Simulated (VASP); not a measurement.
Wanted: the native input for a VASP 6.6.1 run.

| Item | Value |
| --- | --- |
| Task | single point |
| Functional | BLYP |
| Potentials or basis | VASP PAW PBE potentials, release 64 (Os) |
| Cutoff | 520 eV |
| k mesh | 9 × 9 × 13 |
| Occupations | fermi-dirac, width 0.1 eV |
| Spin | no spin polarisation |
| Dipole correction | no |
| Further INCAR settings | ALGO = Normal; EDIFF = 1e-07; NBANDS = 19 |

The structure of Os lies in POSCAR:

```
Os
1.0
    4.3233605463      0.0000000000      0.0000000000
   -2.1616802732      3.7441400628      0.0000000000
    0.0000000000      0.0000000000      2.7304908864
Os
3
Direct
    1.0000000000      1.0000000000      0.0000000000
    0.3333333333      0.6666666667      0.5000000000
    0.6666666667      0.3333333333      0.5000000000
```

This isn't the form of Os at room conditions, which is hcp.

One way to write it, as run:

INCAR

```
PREC = Accurate ; ENCUT = 520
EDIFF = 1E-7 ; ISMEAR = -1
SIGMA = 0.1 ; LREAL = F
LASPH = T ; NELM = 60
ALGO = Normal ; ISIF = 2
LWAVE = F ; LCHARG = T
GGA = B5 ; ALDAX = 1.0
AGGAX = 1.0 ; AGGAC = 1.0
ALDAC = 0.0 ; LELF = T
LVHAR = T ; NBANDS = 19
```

KPOINTS

```
regular mesh
0
Gamma
  9 9 13
```

Potentials or basis: VASP PAW PBE potentials, release 64 (Os).

Run with:

```bash
$ cat potpaw_PBE.64/Os/POTCAR > POTCAR
$ mpirun -np 1 vasp_std > vasp.out
```

It gave:

The pressure is 17.3 GPa and the band gap on the k mesh is zero (bands 12 and 13 overlap by 2.68 eV).

Caveat: the cell stands under pressure; the PAW data sets were made with another functional, which shifts forces and pressure a little; spin-orbit coupling is left out, which moves the levels of the heavy elements.

Run time: 87 s on 1 thread of Intel Xeon 8259CL, on a shared host, peak memory 0.19 GiB.
